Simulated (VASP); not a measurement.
# LuMnIn (P-6m2) in VASP: notebook

LuMnIn is run at these levels: PBE; tasks: single point.

Everything below comes from runs of VASP 6.6.1. Logs are shortened: lines on timing, memory, paths and dates and some standing lists are left out, and cuts for length are marked.

**1. The cell of the first run**

Symmetry: P-6m2, No. 187, hexagonal system. Conventional cell: a = 4.737 Å, b = 4.737 Å, c = 3.401 Å, α = 90.00°, β = 90.00°, γ = 120.00°. Lu (site symmetry -6m2) has 6 In at 3.22 Å and 6 Mn at 3.22 Å and 2 Lu at 3.40 Å within 4.2 Å. Within 3.6 Å of In (site symmetry -6m2) lie 3 Mn at 2.73 Å and 6 Lu at 3.22 Å and 2 In at 3.40 Å. Mn (site symmetry -6m2) has 3 In at 2.73 Å and 6 Lu at 3.22 Å and 2 Mn at 3.40 Å within 3.6 Å.

**2. Single point, PBE**

File INCAR:

```
SYSTEM = LuMnIn
PREC = Accurate
ENCUT = 520
EDIFF = 1E-6
ISMEAR = -1
SIGMA = 0.05
LREAL = .False.
LASPH = .True.
NELM = 60
ALGO = Fast
ISIF = 2
LWAVE = .False.
LCHARG = .False.
GGA = PE
NBANDS = 32
```

File KPOINTS:

```
Automatic mesh
0
Gamma
  7 7 8
  0 0 0
```

File POSCAR:

```
LuMnIn
1.0
    4.7365597518      0.0000000000      0.0000000000
   -2.3682798759      4.1019810716      0.0000000000
    0.0000000000      0.0000000000      3.4007410000
Lu In Mn
1 1 1
Direct
    0.0000000000      0.0000000000      0.0000000000
    0.6666666667      0.3333333333      0.5000000000
    0.3333333333      0.6666666667      0.5000000000
```

Potentials or basis: VASP PAW PBE potentials, release 64 (Lu, In_d, Mn_pv).

Command:

```bash
$ cat potpaw_PBE.64/Lu/POTCAR potpaw_PBE.64/In_d/POTCAR potpaw_PBE.64/Mn_pv/POTCAR > POTCAR
$ mpirun -np 1 vasp_std > vasp.out
```

OUTCAR:

```text
SYSTEM = LuMnIn
   PREC = Accurate
   ENCUT = 520
   EDIFF = 1E-6
   ISMEAR = -1
   LREAL = .False.
   LASPH = .True.
   NELM = 60
   ISIF = 2
   GGA = PE

 ion  position               nearest neighbor table
   1  0.000  0.000  0.000-   2 3.22   3 3.22   2 3.22   3 3.22   3 3.22   3 3.22   2 3.22   2 3.22
                             2 3.22   2 3.22   3 3.22   3 3.22
   2  0.667  0.333  0.500-   3 2.73   3 2.73   3 2.73   1 3.22   1 3.22   1 3.22   1 3.22   1 3.22
                             1 3.22
   3  0.333  0.667  0.500-   2 2.73   2 2.73   2 2.73   1 3.22   1 3.22   1 3.22   1 3.22   1 3.22
                             1 3.22

  LATTYP: Found a hexagonal cell.
 ALAT       =     4.7365597518
 C/A-ratio  =     0.7179770083

  Lattice vectors:

 A1 = (   4.7365597518,   0.0000000000,   0.0000000000)
 A2 = (  -2.3682798759,   4.1019810716,   0.0000000000)
 A3 = (   0.0000000000,   0.0000000000,   3.4007410000)

Analysis of symmetry for initial positions (statically):
=====================================================================
 Subroutine PRICEL returns:
 Original cell was already a primitive cell.

 Routine SETGRP: Setting up the symmetry group for a
 hexagonal supercell.

 Subroutine GETGRP returns: Found 12 space group operations
 (whereof 12 operations were pure point group operations)
 out of a pool of 24 trial point group operations.

The static configuration has the point symmetry D_3h.

Analysis of symmetry for dynamics (positions and initial velocities):
=====================================================================
 Subroutine PRICEL returns:
 Original cell was already a primitive cell.

 Routine SETGRP: Setting up the symmetry group for a
 hexagonal supercell.

 Subroutine GETGRP returns: Found 12 space group operations
 (whereof 12 operations were pure point group operations)
 out of a pool of 24 trial point group operations.

The dynamic configuration has the point symmetry D_3h.

 Subroutine INISYM returns: Found 12 space group operations
 (whereof 12 operations are pure point group operations),
 and found     1 'primitive' translations

----------------------------------------------------------------------------------------

                                     Primitive cell

  volume of cell :      66.0739

[... 80 lines left out ...]
 SYSTEM =  LuMnIn
   PREC   = accura    normal or accurate (medium, high low for compatibility)
   ISTART =      0    job   : 0-new  1-cont  2-samecut
   ICHARG =      2    charge: 1-file 2-atom 10-const
   ISPIN  =      1    spin polarized calculation?
   LNONCOLLINEAR =      F non collinear calculations
   LSORBIT =      F    spin-orbit coupling
   LASPH  =      T    aspherical Exc in radial PAW
   ENCUT  =  520.0 eV  38.22 Ry    6.18 a.u.   8.81  8.81  6.32*2*pi/ulx,y,z
   NELM   =     60;   NELMIN=  2; NELMDL= -5     # of ELM steps
   EDIFF  = 0.1E-05   stopping-criterion for ELM
   LREAL  =      F    real-space projection
   EDIFFG = 0.1E-04   stopping-criterion for IOM
   NSW    =      0    number of steps for IOM
   IBRION =     -1    ionic relax: 0-MD 1-quasi-New 2-CG
   NFREE  =      0    steps in history (QN), initial steepest desc. (CG)
   ISIF   =      2    stress and relaxation
   ISYM   =      2    0-nonsym 1-usesym 2-fastsym
   POTIM  = 0.5000    time-step for ionic-motion
   TEBEG  =    0.0;   TEEND  =   0.0 temperature during run
   PSTRESS=    0.0 pullay stress
   NELECT =      51.0000    total number of electrons
   NUPDOWN=      -1.0000    fix difference up-down
   EMIN   =  10.00;   EMAX   =-10.00  energy-range for DOS
   EFERMI =   0.00;   METHOD = LEGACY
   ISMEAR =    -1;   SIGMA  =   0.05  broadening in eV -4-tet -1-fermi 0-gaus
   EFERMI_NEDOS =   21; number of points for ismear=-14 and -15
   IALGO  =     68    algorithm
   IMIX   =      4    mixing-type and parameters
     AMIX     =   0.40;   BMIX     =  1.00
     AMIX_MAG =   1.60;   BMIX_MAG =  1.00
  volume/ion in A,a.u.               =      22.02       148.63
  Fermi-wavevector in a.u.,A,eV,Ry     =   1.501717  2.837834 30.683239  2.255154
  Thomas-Fermi vector in A             =   2.613051
   LORBIT       =      0    0 simple, 1 ext, 2 COOP (PROOUT), +10 PAW based schemes
   GGA     = PE    functional components
   LHFCALC =     F    Hartree Fock is set to
   AEXX    =    0.0000 exact exchange contribution
   IVDW    =     0    specifies the selected vdW correction
   LEPSILON=     F    determine dielectric tensor
   LRPA    =     F    only Hartree local field effects (RPA)
 non-spin polarized calculation
 RMM-DIIS sequential band-by-band and
  energy-cutoff  :      520.00
  volume of cell :       66.07
 maximum number of plane-waves:      1824
 NGX is ok and might be reduce to    36
   NGX = 17   NGY = 17   NGZ = 13

 number of electron      50.9999990 magnetization

 Free energy of the ion-electron system (eV)
  ---------------------------------------------------
  ext. energy  EPLUGINS =         0.00000000
  ---------------------------------------------------
  free energy    TOTEN  =       -15.12333476 eV

  energy without entropy =      -15.06666985  energy(sigma->0) =      -15.09500231

 E-fermi :   5.3101     XC(G=0): -11.1347

 val. band max:        5.3010678108   @ k =   0.2857   0.1429   0.1250
 cond. band min:       5.3117203957   @ k =   0.4286   0.1429   0.0000
 fundamental gap:      0.0106525848
 Fermi energy:         5.3101120924

 k-point     1 :       0.0000    0.0000    0.0000
  band No.  band energies     occupation
      1     -50.8137      2.00000
      2     -42.0174      2.00000
      3     -42.0174      2.00000
      4     -42.0150      2.00000
      5     -21.4786      2.00000
      6     -21.4786      2.00000
[... 829 lines left out ...]
     31       9.1041      0.00000
     32      10.2130      0.00000

 [... further k-points ...]
[... 5 lines left out ...]
  --------------------------------------------------------------------------------------
  -------------------------------------------------------------------------------------
  Total       -2.9686530     -2.9686530     -2.1074071      0.0000000     -0.0000000      0.0000000
  in kB      -71.9846317    -71.9846317    -51.1009296      0.0000000     -0.0000000      0.0000000
  external PRESSURE =     -65.0233976 kB  Pullay stress =       0.0000000 kB

 VOLUME and BASIS-vectors are now :
 -----------------------------------------------------------------------------
  energy-cutoff  :      520.00
  volume of cell :       66.07
      direct lattice vectors                 reciprocal lattice vectors
     4.736559752  0.000000000  0.000000000     0.211123696  0.121892323  0.000000000
    -2.368279876  4.101981072  0.000000000     0.000000000  0.243784645  0.000000000
     0.000000000  0.000000000  3.400741000     0.000000000  0.000000000  0.294053561

 POSITION                                       TOTAL-FORCE (eV/Angst)
 -----------------------------------------------------------------------------------
      0.00000      0.00000      0.00000         0.000000     -0.000000      0.000000
      2.36828      1.36733      1.70037        -0.000000      0.000000      0.000000
     -0.00000      2.73465      1.70037         0.000000      0.000000      0.000000
 -----------------------------------------------------------------------------------
    total drift:                                0.000000     -0.000000     -0.000000

  FREE ENERGIE OF THE ION-ELECTRON SYSTEM (eV)
  ---------------------------------------------------
  free  energy   TOTEN  =       -15.1233347600 eV

  energy  without entropy=      -15.0666698542  energy(sigma->0) =      -15.09500231
```

stdout:

```text
POSCAR found type information on POSCAR LuInMn
 POSCAR found :  3 types and       3 ions
 scaLAPACK will be used
 LDA part: xc-table for (Slater+PW92), standard interpolation
 POSCAR, INCAR and KPOINTS ok, starting setup
 FFT: planning ... GRIDC
 FFT: planning ... GRID_SOFT
 FFT: planning ... GRID
 WAVECAR not read
 entering main loop
WARNING in EDDRMM: call to ZHEGV failed, returncode =   6  3     13
WARNING in EDDRMM: call to ZHEGV failed, returncode =   8  4     11
WARNING in EDDRMM: call to ZHEGV failed, returncode =   8  4     25
WARNING in EDDRMM: call to ZHEGV failed, returncode =   8  4     30
```

It took 8.8 min on 1 thread of AMD EPYC 7R13, shared host; peak memory 0.23 GiB.

Results:

```
Free energy : -15.1233 eV
Pressure    : -6.5 GPa
```

Stress tensor (GPa, compression positive):
```
-7.20  0.00  0.00
 0.00 -7.20  0.00
 0.00  0.00 -5.11
```

Caveat: spin-orbit coupling is left out, which moves the levels of the heavy elements. Spin polarisation is off, so any magnetic state and its effect on volume and gap are missing.

**3. Single point, PBE, collinear spin, ferromagnetic start**

File INCAR:

```
SYSTEM = LuMnIn
  PREC = Accurate
  ENCUT = 520
  EDIFF = 1E-7
  ISMEAR = -1
  SIGMA = 0.05
  LREAL = .False.
  LASPH = .True.
  NELM = 150
  ALGO = Normal
  ISIF = 2
  LWAVE = .False.
  LCHARG = .False.
  ISPIN = 2
  MAGMOM = 0 0 4.56
  LORBIT = 11
  LMAXMIX = 4
  GGA = PE
  NBANDS = 36
```

File KPOINTS:

```
regular mesh
0
Gamma
  7 7 8
  0 0 0
```

POSCAR is that of step 2.

Potentials or basis: VASP PAW PBE potentials, release 64 (Lu, In_d, Mn_pv).

Command:

```bash
$ cat potpaw_PBE.64/Lu/POTCAR potpaw_PBE.64/In_d/POTCAR potpaw_PBE.64/Mn_pv/POTCAR > POTCAR
$ mpirun -np 1 vasp_std > vasp.out
```

OUTCAR:

```text
SYSTEM = LuMnIn
   PREC = Accurate
   ENCUT = 520
   EDIFF = 1E-7
   ISMEAR = -1
   LREAL = .False.
   LASPH = .True.
   NELM = 150
   ISIF = 2
   ISPIN = 2
   LORBIT = 11
   GGA = PE

 ion  position               nearest neighbor table
   1  0.000  0.000  0.000-   2 3.22   3 3.22   2 3.22   3 3.22   3 3.22   3 3.22   2 3.22   2 3.22
                             2 3.22   2 3.22   3 3.22   3 3.22
   2  0.667  0.333  0.500-   3 2.73   3 2.73   3 2.73   1 3.22   1 3.22   1 3.22   1 3.22   1 3.22
                             1 3.22
   3  0.333  0.667  0.500-   2 2.73   2 2.73   2 2.73   1 3.22   1 3.22   1 3.22   1 3.22   1 3.22
                             1 3.22

  LATTYP: Found a hexagonal cell.
 ALAT       =     4.7365597518
 C/A-ratio  =     0.7179770083

  Lattice vectors:

 A1 = (   4.7365597518,   0.0000000000,   0.0000000000)
 A2 = (  -2.3682798759,   4.1019810716,   0.0000000000)
 A3 = (   0.0000000000,   0.0000000000,   3.4007410000)

Analysis of symmetry for initial positions (statically):
=====================================================================
 Subroutine PRICEL returns:
 Original cell was already a primitive cell.

 Routine SETGRP: Setting up the symmetry group for a
 hexagonal supercell.

 Subroutine GETGRP returns: Found 12 space group operations
 (whereof 12 operations were pure point group operations)
 out of a pool of 24 trial point group operations.

The static configuration has the point symmetry D_3h.

Analysis of symmetry for dynamics (positions and initial velocities):
=====================================================================
 Subroutine PRICEL returns:
 Original cell was already a primitive cell.

 Routine SETGRP: Setting up the symmetry group for a
 hexagonal supercell.

 Subroutine GETGRP returns: Found 12 space group operations
 (whereof 12 operations were pure point group operations)
 out of a pool of 24 trial point group operations.

The dynamic configuration has the point symmetry D_3h.

Analysis of structural, dynamic, and magnetic symmetry:
=====================================================================
 Subroutine PRICEL returns:
 Original cell was already a primitive cell.

 Routine SETGRP: Setting up the symmetry group for a
 hexagonal supercell.

 Subroutine GETGRP returns: Found 12 space group operations
 (whereof 12 operations were pure point group operations)
 out of a pool of 24 trial point group operations.

The overall configuration has the point symmetry D_3h.

 Subroutine INISYM returns: Found 12 space group operations
 (whereof 12 operations are pure point group operations),
 and found     1 'primitive' translations

----------------------------------------------------------------------------------------

                                     Primitive cell

  volume of cell :      66.0739

  direct lattice vectors                    reciprocal lattice vectors
     4.736559752  0.000000000  0.000000000     0.211123696  0.121892323  0.000000000
    -2.368279876  4.101981072  0.000000000     0.000000000  0.243784645  0.000000000
     0.000000000  0.000000000  3.400741000     0.000000000  0.000000000  0.294053561

  length of vectors
     4.736559752  4.736559752  3.400741000     0.243784645  0.243784645  0.294053561

  position of ions in fractional coordinates (direct lattice)
     0.000000000  0.000000000  0.000000000
     0.666666667  0.333333333  0.500000000
     0.333333333  0.666666667  0.500000000
[... 73 lines left out ...]
   LNONCOLLINEAR =      F non collinear calculations
   LSORBIT =      F    spin-orbit coupling
   LASPH  =      T    aspherical Exc in radial PAW
   ENCUT  =  520.0 eV  38.22 Ry    6.18 a.u.   8.81  8.81  6.32*2*pi/ulx,y,z
   NELM   =    150;   NELMIN=  2; NELMDL= -5     # of ELM steps
   EDIFF  = 0.1E-06   stopping-criterion for ELM
   LREAL  =      F    real-space projection
   EDIFFG = 0.1E-05   stopping-criterion for IOM
   NSW    =      0    number of steps for IOM
   IBRION =     -1    ionic relax: 0-MD 1-quasi-New 2-CG
   NFREE  =      0    steps in history (QN), initial steepest desc. (CG)
   ISIF   =      2    stress and relaxation
   ISYM   =      2    0-nonsym 1-usesym 2-fastsym
   POTIM  = 0.5000    time-step for ionic-motion
   TEBEG  =    0.0;   TEEND  =   0.0 temperature during run
   PSTRESS=    0.0 pullay stress
   NELECT =      51.0000    total number of electrons
   NUPDOWN=      -1.0000    fix difference up-down
   EMIN   =  10.00;   EMAX   =-10.00  energy-range for DOS
   EFERMI =   0.00;   METHOD = LEGACY
   ISMEAR =    -1;   SIGMA  =   0.05  broadening in eV -4-tet -1-fermi 0-gaus
   EFERMI_NEDOS =   21; number of points for ismear=-14 and -15
   IALGO  =     38    algorithm
   IMIX   =      4    mixing-type and parameters
     AMIX     =   0.40;   BMIX     =  1.00
     AMIX_MAG =   1.60;   BMIX_MAG =  1.00
  volume/ion in A,a.u.               =      22.02       148.63
  Fermi-wavevector in a.u.,A,eV,Ry     =   1.501717  2.837834 30.683239  2.255154
  Thomas-Fermi vector in A             =   2.613051
   LORBIT       =     11    0 simple, 1 ext, 2 COOP (PROOUT), +10 PAW based schemes
   GGA     = PE    functional components
   LHFCALC =     F    Hartree Fock is set to
   AEXX    =    0.0000 exact exchange contribution
   IVDW    =     0    specifies the selected vdW correction
   LEPSILON=     F    determine dielectric tensor
   LRPA    =     F    only Hartree local field effects (RPA)
 spin polarized calculation
  energy-cutoff  :      520.00
  volume of cell :       66.07
 maximum number of plane-waves:      1824
 NGX is ok and might be reduce to    36
   NGX = 17   NGY = 17   NGZ = 13

 number of electron      50.9999989 magnetization       3.5066125

 Free energy of the ion-electron system (eV)
  ---------------------------------------------------
  ext. energy  EPLUGINS =         0.00000000
  ---------------------------------------------------
  free energy    TOTEN  =       -16.27642877 eV

  energy without entropy =      -16.26354391  energy(sigma->0) =      -16.26998634

 E-fermi :   5.7212     XC(G=0): -11.1191

 val. band max:        5.7152157817   @ k =   0.1429   0.1429   0.3750
 cond. band min:       5.7306704796   @ k =   0.2857   0.2857   0.5000
 fundamental gap:      0.0154546979
 Fermi energy:         5.7211628883

 spin component 1

 k-point     1 :       0.0000    0.0000    0.0000
  band No.  band energies     occupation
      1     -50.5968      1.00000
      2     -44.2434      1.00000
      3     -44.2434      1.00000
      4     -44.1210      1.00000
      5     -21.2634      1.00000
      6     -21.2634      1.00000
[... 925 lines left out ...]
     35      13.2486      0.00000
     36      14.6854      0.00000

 [... further k-points ...]

 spin component 2

 k-point     1 :       0.0000    0.0000    0.0000
  band No.  band energies     occupation
      1     -50.6444      1.00000
      2     -40.4612      1.00000
      3     -40.4611      1.00000
      4     -40.3232      1.00000
      5     -21.3323      1.00000
      6     -21.3323      1.00000
[... 925 lines left out ...]
     35      13.7722      0.00000
     36      14.9777      0.00000

 [... further k-points ...]
[... 5 lines left out ...]
  --------------------------------------------------------------------------------------
  -------------------------------------------------------------------------------------
  Total        0.0144455      0.0144455      0.0293902      0.0000000     -0.0000000      0.0000000
  in kB        0.3502793      0.3502793      0.7126600      0.0000000     -0.0000000      0.0000000
  external PRESSURE =       0.4710728 kB  Pullay stress =       0.0000000 kB

 VOLUME and BASIS-vectors are now :
 -----------------------------------------------------------------------------
  energy-cutoff  :      520.00
  volume of cell :       66.07
      direct lattice vectors                 reciprocal lattice vectors
     4.736559752  0.000000000  0.000000000     0.211123696  0.121892323  0.000000000
    -2.368279876  4.101981072  0.000000000     0.000000000  0.243784645  0.000000000
     0.000000000  0.000000000  3.400741000     0.000000000  0.000000000  0.294053561

 POSITION                                       TOTAL-FORCE (eV/Angst)
 -----------------------------------------------------------------------------------
      0.00000      0.00000      0.00000        -0.000000      0.000000      0.000000
      2.36828      1.36733      1.70037         0.000000      0.000000      0.000000
     -0.00000      2.73465      1.70037        -0.000000      0.000000      0.000000
 -----------------------------------------------------------------------------------
    total drift:                                0.000000     -0.000000     -0.000000

  FREE ENERGIE OF THE ION-ELECTRON SYSTEM (eV)
  ---------------------------------------------------
  free  energy   TOTEN  =       -16.2764287737 eV

  energy  without entropy=      -16.2635439132  energy(sigma->0) =      -16.26998634

 total charge

# of ion       s       p       d       f       tot
--------------------------------------------------
    1        2.265   6.067   0.785  13.968  23.086
    2        0.897   0.858   9.836   0.000  11.591
    3        0.314   6.209   4.934   0.000  11.457
--------------------------------------------------
tot          3.477  13.133  15.555  13.968  46.133

 magnetization (x)

# of ion       s       p       d       f       tot
--------------------------------------------------
    1       -0.024  -0.008  -0.119   0.005  -0.146
    2       -0.010  -0.028   0.003   0.000  -0.035
    3        0.039   0.034   3.547   0.000   3.620
--------------------------------------------------
tot          0.005  -0.002   3.431   0.005   3.439
```

Run time: 8.1 min. Hardware: 1 thread of AMD EPYC 7R13, shared host; peak memory 0.3 GiB.

Results:

```
Free energy                                           : -16.2764 eV
Pressure                                              : 0.0 GPa
Net moment                                            : 3.51 μB per cell
Site moments                                          : Lu -0.15; In -0.04; Mn +3.62 μB
Valence electrons inside the program's atomic spheres : Lu 23.09; In 11.59; Mn 11.46
```

Levels at points of the mesh, in eV from the Fermi level:
Spin up:
| k point | band 25 | band 26 | band 27 | band 28 | band 29 | band 30 |
| --- | --- | --- | --- | --- | --- | --- |
| (0.00, 0.00, 0.00) | -2.22 | -0.56 | -0.56 | 0.27 | 2.36 | 3.89 |
| (0.00, 0.00, 0.50) | -2.79 | -1.37 | 1.32 | 1.32 | 2.72 | 2.72 |
Spin down:
| k point | band 21 | band 22 | band 23 | band 24 | band 25 | band 26 | band 27 | band 28 |
| --- | --- | --- | --- | --- | --- | --- | --- | --- |
| (0.00, 0.00, 0.00) | -1.65 | -1.65 | -0.99 | 0.31 | 0.68 | 0.68 | 1.11 | 1.11 |
| (0.00, 0.00, 0.50) | -3.96 | -1.30 | -1.30 | -0.29 | -0.29 | 1.88 | 2.35 | 2.35 |

Caveat: spin-orbit coupling is left out, which moves the levels of the heavy elements.
